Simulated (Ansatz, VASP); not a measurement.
# MgH2 in VASP and in Ansatz

```
Mg H
1.0
     4.48526    0.00000    0.00000
     0.00000    4.48526    0.00000
     0.00000    0.00000    2.99589
Mg H
2 4
Direct
  0.00000 0.00000 0.00000
  0.50000 0.50000 0.50000
  0.30470 0.30470 0.00000
  0.19530 0.80470 0.50000
  0.69530 0.69530 0.00000
  0.80470 0.19530 0.50000
```

Alike in both runs: functional r2SCAN; k mesh 6 × 6 × 8; occupations gaussian, width 0.02 eV; no spin polarisation.

Ansatz relaxed the structure, and its values are those at the end. VASP's run is a single point on that final structure, the one shown.

|  | VASP | Ansatz |
| --- | --- | --- |
| version | VASP 6.6.1 | Ansatz 0.2.0 |
| potentials or method | VASP PAW PBE potentials, release 64 (Mg, H), cutoff 660 eV | scalar-relativistic, plane waves, PAW |
| valence electrons in the cell | 8 | 24 |

|  | VASP | Ansatz | Ansatz less VASP |
| --- | --- | --- | --- |
| gap on the k mesh at the Fermi level (eV) | 4.46 | 4.48 | +0.017 |
| least direct gap on the mesh (eV) | 5.25 | 5.26 | +0.017 |
| pressure (GPa) | -0.3 | 0.0 | +0.31 |

VASP's potentials were made for PBE, not for r2SCAN. VASP's potentials hold 8 valence electrons a cell and Ansatz's 24, so a difference there can come from the potentials and not from the codes.
